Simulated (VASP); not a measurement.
Set up this calculation in VASP 6.6.1, as the native input.

| Item | Value |
| --- | --- |
| Task | single point |
| Functional | BHLYP |
| Potentials or basis | VASP PAW PBE potentials, release 64 (W_sv) |
| Cutoff | 520 eV |
| k mesh | 6 × 6 × 6 |
| Occupations | fermi-dirac, width 0.05 eV |
| Spin | no spin polarisation |
| Dipole correction | no |
| Grid for exact exchange (PRECFOCK) | Normal |
| Further INCAR settings | ALGO = Normal; EDIFF = 1e-06; NBANDS = 13 |
| Share of exact exchange | 0.5 |

The system is W.

```xyz
1
Lattice="-1.5610 1.5610 1.5610 1.5610 -1.5610 1.5610 1.5610 1.5610 -1.5610" Properties=species:S:1:pos:R:3 pbc="T T T"
W     0.0000    0.0000    0.0000
```

The input as run:

POSCAR

```
W
1.0
   -1.5609593379      1.5609593379      1.5609593379
    1.5609593379     -1.5609593379      1.5609593379
    1.5609593379      1.5609593379     -1.5609593379
W
1
Direct
    0.0000000000      0.0000000000      0.0000000000
```

INCAR.step1

```
SYSTEM = W
ALGO = Normal ; EDIFF = 1E-5
ENCUT = 520 ; GGA = PE
ISIF = 2 ; ISMEAR = -1
LASPH = .True. ; LCHARG = .False.
LREAL = .False. ; LWAVE = .True.
NBANDS = 13 ; NELM = 60
PREC = Accurate ; SIGMA = 0.05
```

INCAR.step2

```
SYSTEM = W
AEXX = 0.5 ; AGGAC = 1.0
AGGAX = 0.5 ; ALDAC = 0.0
ALDAX = 0.5 ; ALGO = Normal
EDIFF = 1E-6 ; ENCUT = 520
GGA = B5 ; ISIF = 2
ISMEAR = -1 ; ISTART = 1
LASPH = .True. ; LCHARG = .False.
LHFCALC = .True. ; LREAL = .False.
LWAVE = .False. ; NBANDS = 13
NELM = 60 ; PREC = Accurate
PRECFOCK = Normal ; SIGMA = 0.05
```

KPOINTS

```
k-points
0
Gamma
  6 6 6
  0 0 0
```

Potentials or basis: VASP PAW PBE potentials, release 64 (W_sv).

Command:

```bash
$ cat potpaw_PBE.64/W_sv/POTCAR > POTCAR
$ cp INCAR.step1 INCAR
$ mpirun -np 1 vasp_std > vasp.out
$ cp INCAR.step2 INCAR
$ mpirun -np 1 vasp_std > vasp.out
```

Results of the run:

| Quantity | Value |
| --- | --- |
| Pressure | 15.2 GPa |
| Band gap on the k mesh | zero (bands 7 and 8 overlap by 10.52 eV) |

Caveat: the k points lie up to 0.47 Å⁻¹ apart, too coarse for converged energies and pressures of a metal; the PAW data sets were made with another functional, which shifts forces and pressure a little; spin-orbit coupling is left out, which moves the levels of the heavy elements.

Run time: 5.3 min on 1 thread of Intel(R) Xeon(R) 6975P-C (Granite Rapids), on a shared host, peak memory 0.14 GiB.
